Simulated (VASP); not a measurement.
A run of VASP 6.6.1:

Contents of INCAR:

```
PREC = Accurate ; ENCUT = 520
EDIFF = 1E-6 ; ISMEAR = -1
SIGMA = 0.1 ; LREAL = F
LASPH = T ; NELM = 60
ALGO = Normal ; ISIF = 2
LWAVE = F ; LCHARG = F
GGA = PE ; NBANDS = 36
```

Contents of KPOINTS:

```
Automatic mesh
0
Gamma
  15 15 4
```

POSCAR

```
Mo
1.0
    2.6582321338      0.0000000000      0.0000000000
   -1.3291160669      2.3020965570      0.0000000000
    0.0000000000      0.0000000000      9.2489750337
Mo
4
Direct
    0.0000000000      1.0000000000      0.0000000000
    0.0000000000      0.0000000000      0.5000000000
    0.3333333333      0.6666666667      0.2500000000
    0.6666666667      0.3333333333      0.7500000000
```

Potentials or basis: VASP PAW PBE potentials, release 64 (Mo_sv).

Run with:

```sh
$ cat potpaw_PBE.64/Mo_sv/POTCAR > POTCAR
$ mpirun -np 1 vasp_std > vasp.out
```

Hardware: 1 thread of Intel(R) Xeon(R) Platinum 8259CL CPU @ 2.50GHz (Skylake/Cascade Lake), with other jobs on the host.

Q: Estimate the wall time of this run.

A: It took 2.4 min on 1 thread of Intel(R) Xeon(R) Platinum 8259CL CPU @ 2.50GHz (Skylake/Cascade Lake) (shared host), peak memory 0.24 GiB. Counts: scf iterations 14, k points 81.
